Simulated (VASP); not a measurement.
Input of a VASP 6.6.1 run:

The input INCAR:

```
  PREC = Accurate
  ENCUT = 600
  EDIFF = 1E-7
  ISMEAR = 0
  SIGMA = 0.1
  LREAL = False
  LASPH = True
  NELM = 120
  ALGO = Normal
  ISIF = 3
  LWAVE = False
  LCHARG = False
  GGA = PE
  IBRION = 2
  NSW = 90
  EDIFFG = -0.04
  GGA_COMPAT = False
  NELMIN = 4
```

File KPOINTS:

```
regular mesh
0
Gamma
  4 4 6
```

The input POSCAR:

```
In2O
1.0
    4.1132436700      0.0000000000      0.0000000000
    0.0000000000      4.1132436700      0.0000000000
    0.0000000000      0.0000000000      2.9085024900
In O
2 1
Direct
    0.0000000000      0.5000000000      0.0000000000
    0.5000000000      0.0000000000      0.0000000000
    0.5000000000      0.5000000000      0.5000000000
```

Potentials or basis: VASP PAW PBE potentials, release 64 (In_d, O).

Run with:

```sh
$ cat potpaw_PBE.64/In_d/POTCAR potpaw_PBE.64/O/POTCAR > POTCAR
$ mpirun -np 1 vasp_std > vasp.out
```

Estimate the relaxed volume.

20.22 Å³/atom.

What does it give for the space group after relaxing (to 0.05 Å)?

P4/mmm (No. 123).

Predict the band gap on the k mesh.

zero (band 16 reaches 6.87 eV, above the bottom of band 17 at 5.54 eV).

Predict the relaxed cell.

a = 4.313 Å, b = 4.313 Å, c = 3.261 Å, α = 90.00°, β = 90.00°, γ = 90.00°.

The path:
```tsv
step	energy change (eV)	largest force (eV/Å)	pressure (GPa)	volume (Å³)
1	0.0000	0.0000	18.81	49.21
2	-0.5257	0.0000	-3.04	64.23
3	-0.5601	0.0000	-0.06	60.44
4	-0.5602	0.0000	-0.29	60.68
5	-0.5797	0.0000	-0.23	60.69
6	-0.5857	0.0000	-0.09	60.67
```

Caveat: the k points lie up to 0.36 Å⁻¹ apart in the final cell; the volume moved by over 15 % at a fixed basis, so the end points are rough; spin-orbit coupling is left out, which moves the levels of the heavy elements.
